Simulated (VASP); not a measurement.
A run of VASP 6.6.1 is set up as follows.

Contents of INCAR:

```
PREC     = Accurate       # precision mode
ENCUT    = 600            # plane-wave cutoff, eV
EDIFF    = 1E-6           # SCF threshold, eV
ISMEAR   = -1             # smearing method
SIGMA    = 0.05           # smearing width, eV
LREAL    = False          # projectors in reciprocal space
LASPH    = True           # aspherical terms in the spheres
NELM     = 80             # most SCF steps
ALGO     = Normal         # electronic algorithm
ISIF     = 3              # what is computed and relaxed
LWAVE    = False          # write WAVECAR
LCHARG   = False          # write CHGCAR
GGA      = B5             # functional
ALDAX    = 1.0          
AGGAX    = 1.0          
AGGAC    = 1.0          
ALDAC    = 0.0          
IBRION   = 2              # ionic algorithm
NSW      = 60             # ionic steps
EDIFFG   = -0.01          # ionic threshold
```

File KPOINTS:

```
regular mesh
0
Gamma
  11 11 11
```

Contents of POSCAR:

```
Ta
1.0
   -1.6512800000      1.6512800000      1.6512800000
    1.6512800000     -1.6512800000      1.6512800000
    1.6512800000      1.6512800000     -1.6512800000
Ta
1
Direct
    0.0000000000      0.0000000000      0.0000000000
```

Potentials or basis: VASP PAW PBE potentials, release 64 (Ta_pv).

Run with:

```bash
$ cat potpaw_PBE.64/Ta_pv/POTCAR > POTCAR
$ mpirun -np 1 vasp_std > vasp.out
```

(1) What does it give for the relaxed cell?

(2) Predict the space group after relaxing (to 0.05 Å).

(3) Predict the relaxed volume.

Answers

(1) a = 2.907 Å, b = 2.907 Å, c = 2.907 Å, α = 109.47°, β = 109.47°, γ = 109.47°.

(2) Im-3m (No. 229).

(3) 18.91 Å³/atom.

Caveat: the PAW data sets were made with another functional, which shifts forces and pressure a little.
